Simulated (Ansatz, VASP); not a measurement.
AlN: VASP beside Ansatz

```
CELL_PARAMETERS angstrom
0.00000 2.09748 2.09748
2.09748 0.00000 2.09748
2.09748 2.09748 0.00000
ATOMIC_POSITIONS crystal
Al 0.00000 0.00000 0.00000
N 0.25000 0.25000 0.25000
```

Change from the starting cell: hydrostatic strain -4.0%.

Alike in both runs: task single point; functional HSE06; k mesh 8 × 8 × 8; no spin polarisation.

```csv
,VASP,Ansatz
version,VASP 6.6.1,Ansatz 0.2.0
potentials or method,"VASP PAW PBE potentials, release 64 (Al, N)","plane waves, PAW"
plane-wave cutoff (eV),520,420
occupations,"gaussian, width 0.01 eV",fixed
valence electrons in the cell,8,8
```

Ansatz gave:

| Property | Result |
| --- | --- |
| gap on the k mesh at the Fermi level (eV) | 4.66 |
| pressure (GPa) | 31.7 |

What did VASP give for the same quantities?

gap on the k mesh at the Fermi level (eV): 4.66; pressure (GPa): 31.8.

Both programs put the cell under a high pressure, so it lies far from rest at this level. Ansatz's warnings: stress exchange threshold loose, stress scf threshold loose.
